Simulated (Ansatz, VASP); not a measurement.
**HfB, level by level in two programs**

```
CELL_PARAMETERS angstrom
0.00000 2.31000 2.31000
2.31000 0.00000 2.31000
2.31000 2.31000 0.00000
ATOMIC_POSITIONS crystal
Hf 0.50000 0.50000 0.50000
B 0.00000 0.00000 0.00000
```

Single points on this cell with VASP 6.6.1 and Ansatz 0.2.0. Each row is one pair of runs. Alike in all rows: spin: off; k mesh: 5 × 5 × 5; smearing: fermi-dirac, width 0.05 eV; VASP's potentials, cutoff: VASP PAW PBE potentials, release 64 (Hf_pv, B), 520 eV.

```csv
level,"Ansatz's potentials, cutoff","gap on the k mesh at the Fermi level (eV), VASP","gap on the k mesh at the Fermi level (eV), Ansatz"
r2SCANh,"Ansatz PAW, 500 eV",none,none
r2SCAN50,"Ansatz PAW, 500 eV",none,none
HF,"Ansatz PAW, 420 eV",none,none
```

VASP's potentials hold 13 valence electrons a cell and Ansatz's 29, so a difference there can come from the potentials and not from the codes.

A gap of «none» marks a metal or a gap that the smearing closes.

The k mesh is coarse, so the values compare programs but aren't converged. Neither program's run includes spin-orbit coupling.
